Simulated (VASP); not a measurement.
A run of VASP 6.6.1:

The input INCAR:

```
ALGO = Normal
EDIFF = 1E-6
ENCUT = 520
GGA = CA
ISIF = 2
ISMEAR = 0
LASPH = True
LCHARG = False
LREAL = False
LWAVE = False
NBANDS = 16
NELM = 80
PREC = Accurate
SIGMA = 0.15
```

Contents of KPOINTS:

```
k-points
0
Gamma
  14 14 8
```

The input POSCAR:

```
InSb
1.0
    3.0886060083      0.0000000000      0.0000000000
    0.0000000000      3.0082848040      0.0000000000
    0.0000000000      0.0000000000      5.7912052094
In Sb
1 1
Direct
    0.0000000000      0.0000000000      0.0000000000
    0.0000000000      0.0000000000      0.5000000000
```

Potentials or basis: VASP PAW LDA potentials, release 64 (In_d, Sb).

Launch:

```console
$ cat potpaw_LDA.64/In_d/POTCAR potpaw_LDA.64/Sb/POTCAR > POTCAR
$ mpirun -np 1 vasp_std > vasp.out
```

Hardware: 1 thread of AMD EPYC 7R13, with other jobs on the host.

Task: Estimate the wall time of this run.

Result: Wall time 4 min on 1 thread of AMD EPYC 7R13, on a shared host, peak memory 0.35 GiB. Counts: scf iterations 10, k points 320.
